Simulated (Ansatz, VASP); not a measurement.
**Two plane-wave programs on Lu3Bi**

```xyz
4
Lattice="0.0000 3.8121 3.8121 3.8121 0.0000 3.8121 3.8121 3.8121 0.0000" Properties=species:S:1:pos:R:3 pbc="T T T"
Lu    1.9061    1.9061    1.9061
Lu    5.7182    5.7182    5.7182
Lu    3.8121    3.8121    3.8121
Bi    0.0000    0.0000    0.0000
```

Change from the starting cell: species swapped into the Na3Tl type (Fm-3m, No. 225).

Alike in both runs: functional PBE; k mesh 4 × 4 × 4; occupations gaussian, width 0.1 eV; no spin polarisation.

Ansatz relaxed the structure, and its values are those at the end. VASP's run is a single point on that final structure, the one shown.

```csv
,VASP,Ansatz
version,VASP 6.6.1,Ansatz 0.2.0
potentials or method,"VASP PAW PBE potentials, release 64 (Lu, Bi_d), cutoff 520 eV","scalar-relativistic, plane waves, PAW"
valence electrons in the cell,90,90
```

|  | VASP | Ansatz | Ansatz less VASP |
| --- | --- | --- | --- |
| gap on the k mesh at the Fermi level (eV) | none | none | - |
| pressure (GPa) | -0.6 | 0.2 | +0.81 |

A gap of «none» marks a metal or a gap that the smearing closes.

Neither program's run includes spin-orbit coupling.
